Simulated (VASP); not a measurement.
A run of VASP 6.6.1 is set up as follows.

The input INCAR:

```
PREC = Accurate ; ENCUT = 500
EDIFF = 1E-6 ; ISMEAR = 0
SIGMA = 0.1 ; LREAL = F
LASPH = T ; NELM = 120
ALGO = Normal ; ISIF = 2
LWAVE = F ; LCHARG = F
GGA = PS ; NBANDS = 18
GGA_COMPAT = F
```

The input KPOINTS:

```
Automatic mesh
0
Gamma
  6 6 6
```

The input POSCAR:

```
Si2Mo
1.0
   -1.5951907422      1.5951907422      3.9106689006
    1.5951907422     -1.5951907422      3.9106689006
    1.5951907422      1.5951907422     -3.9106689006
Si Mo
2 1
Direct
    0.6649355268      0.6649355268      0.0000000000
    0.3350644732      0.3350644732      0.0000000000
    0.0000000000      0.0000000000      0.0000000000
```

Potentials or basis: VASP PAW PBE potentials, release 64 (Si, Mo_sv).

Launch:

```console
$ cat potpaw_PBE.64/Si/POTCAR potpaw_PBE.64/Mo_sv/POTCAR > POTCAR
$ mpirun -np 1 vasp_std > vasp.out
```

(1) Predict the pressure.

(2) What does it give for the largest force?

Answers

(1) 0.3 GPa.

(2) 0.041 eV/Å.

Caveat: the PAW data sets were made with another functional, which shifts forces and pressure a little.
